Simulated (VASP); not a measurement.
Wanted: the native input for a VASP 6.6.1 run.

```
Task                   : single point
Functional             : PBEsol
Potentials or basis    : VASP PAW PBE potentials, release 64 (Pt)
Cutoff                 : 520 eV
k mesh                 : 11 × 11 × 11
Occupations            : methfessel-paxton, width 0.1 eV
Spin                   : no spin polarisation
Dipole correction      : no
Further INCAR settings : ALGO = Normal; EDIFF = 1e-07; NBANDS = 11
```

The structure of Pt lies in POSCAR:

```
Pt
1.0
   -1.5608541274      1.5608541274      1.5608541274
    1.5608541274     -1.5608541274      1.5608541274
    1.5608541274      1.5608541274     -1.5608541274
Pt
1
Direct
    0.0000000000      0.0000000000      0.0000000000
```

These files were run (other wordings do the same):

INCAR

```
SYSTEM = Pt
PREC     = Accurate       ! precision mode
ENCUT    = 520            ! plane-wave cutoff, eV
EDIFF    = 1E-7           ! SCF threshold, eV
ISMEAR   = 1              ! smearing method
SIGMA    = 0.1            ! smearing width, eV
LREAL    = .FALSE.        ! projectors in reciprocal space
LASPH    = .TRUE.         ! aspherical terms in the spheres
NELM     = 80             ! most SCF steps
ALGO     = Normal         ! electronic algorithm
ISIF     = 2              ! what is computed and relaxed
LWAVE    = .FALSE.        ! write WAVECAR
LCHARG   = .FALSE.        ! write CHGCAR
GGA      = PS             ! functional
NBANDS   = 11             ! bands
```

KPOINTS

```
Automatic mesh
0
G
  11 11 11
  0 0 0
```

Potentials or basis: VASP PAW PBE potentials, release 64 (Pt).

Launch:

```console
$ cat potpaw_PBE.64/Pt/POTCAR > POTCAR
$ mpirun -np 1 vasp_std > vasp.out
```

It gave:

* Pressure: -0.4 GPa
* Band gap on the k mesh: zero (band 5 reaches 11.64 eV, above the bottom of band 6 at 9.50 eV)

Caveat: the PAW data sets were made with another functional, which shifts forces and pressure a little; spin-orbit coupling is left out, which moves the levels of the heavy elements.

Wall time 5.9 s on 1 thread of Intel Xeon 6975P-C, with other jobs on the host, peak memory 0.13 GiB.
